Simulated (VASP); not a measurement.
GaGe3:

```
CELL_PARAMETERS angstrom
4.36238 0.00000 0.00000
0.00000 4.36238 0.00000
0.00000 0.00000 4.36238
ATOMIC_POSITIONS crystal
Ge 0.50000 0.50000 0.00000
Ge 0.50000 0.00000 0.50000
Ge 0.00000 0.50000 0.50000
Ga 0.00000 0.00000 0.00000
```

Base run:

```yaml
Program: VASP 6.6.1
Functional: PBE
Potentials_or_basis: VASP PAW PBE potentials, release 64 (Ge_d, Ga_d)
Cutoff: 520 eV
k_mesh: 6 × 6 × 6
Occupations: fermi-dirac, width 0.05 eV
Spin: no spin polarisation
```

Its results: pressure -2.9 GPa.

Q: The run is repeated on the same cell with these changes: functional from PBE to PBEsol; further incar settings from ALGO = Normal; EDIFF = 1e-06; NBANDS = 36 to ALGO = Normal; EDIFF = 1e-07; NBANDS = 36. What comes out?

A: Pressure -6.0 GPa.

Caveats: the PAW data sets were made with another functional, which shifts forces and pressure a little (some runs).
